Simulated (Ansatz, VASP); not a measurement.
# Ge in VASP and in Ansatz

```
Ge
1.0
     3.99762    0.00000    0.00000
    -1.99881    3.46204    0.00000
     0.00000    0.00000    6.46096
Ge
4
Direct
  0.33333 0.66667 0.99911
  0.66667 0.33333 0.49911
  0.33333 0.66667 0.37589
  0.66667 0.33333 0.87589
```

Change from the starting cell: uniaxial_z strain -2.0%.

Alike in both runs: task single point; functional r2SCAN; k mesh 12 × 12 × 4; occupations fermi-dirac, width 0.02 eV; no spin polarisation.

|  | VASP | Ansatz |
| --- | --- | --- |
| version | VASP 6.6.1 | Ansatz 0.2.0 |
| potentials or method | VASP PAW PBE potentials, release 64 (Ge_d) | plane waves, PAW |
| plane-wave cutoff (eV) | 520 | 500 |
| valence electrons in the cell | 56 | 56 |

```tsv
	VASP	Ansatz	Ansatz less VASP
pressure (GPa)	1.7	1.6	-0.06
traceless stress, the component that is largest in VASP (GPa)	2.31	2.30	-0.015
rms of the force components (eV/Å)	0.003	0.002	-0.0012
```

VASP's potentials were made for PBE, not for r2SCAN. Atom by atom the forces differ by 0.001 eV/Å (rms over components).
